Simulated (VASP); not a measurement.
Set up this calculation in VASP 6.6.1, as the native input.

```yaml
Task: single point
Functional: PBE
Potentials_or_basis: VASP PAW PBE potentials, release 64 (K_sv, F)
Cutoff: 520 eV
k_mesh: 8 × 8 × 8
Occupations: gaussian, width 0.05 eV
Spin: no spin polarisation
Dipole_correction: no
Further_INCAR_settings: ALGO = Normal; EDIFF = 1e-07; NBANDS = 15
```

The structure of KF lies in POSCAR:

```
KF
1.0
    0.0000000000      2.7105354767      2.7105354767
    2.5682323642      0.0000000000      2.7105354767
    2.5682323642      2.7105354767      0.0000000000
K F
1 1
Direct
    0.0000000000      0.0000000000      0.0000000000
    0.5000000000      0.5000000000      0.5000000000
```

This cell differs from its parent crystal: normal strain along x -0.0525, normal strain along z +0.0000.

These files were run (other wordings do the same):

INCAR

```
SYSTEM = KF
ALGO     = Normal         ! electronic algorithm
EDIFF    = 1E-7           ! SCF threshold, eV
ENCUT    = 520            ! plane-wave cutoff, eV
GGA      = PE             ! functional
ISIF     = 2              ! what is computed and relaxed
ISMEAR   = 0              ! smearing method
LASPH    = .True.         ! aspherical terms in the spheres
LCHARG   = .False.        ! write CHGCAR
LREAL    = .False.        ! projectors in reciprocal space
LWAVE    = .False.        ! write WAVECAR
NBANDS   = 15             ! bands
NELM     = 80             ! most SCF steps
PREC     = Accurate       ! precision mode
SIGMA    = 0.05           ! smearing width, eV
```

KPOINTS

```
k-points
0
Gamma
  8 8 8
  0 0 0
```

Potentials or basis: VASP PAW PBE potentials, release 64 (K_sv, F).

Command:

```console
$ cat potpaw_PBE.64/K_sv/POTCAR potpaw_PBE.64/F/POTCAR > POTCAR
$ mpirun -np 1 vasp_std > vasp.out
```

It gave:

```
Pressure               : 2.1 GPa
Band gap on the k mesh : 6.14 eV
```

Caveat: the cell differs from its parent crystal (normal strain along x -0.0525, normal strain along z +0.0000).

Wall time 14 s on 1 thread of AMD EPYC 9R45 96-Core Processor (Zen 5), with other jobs on the host, peak memory 0.15 GiB.
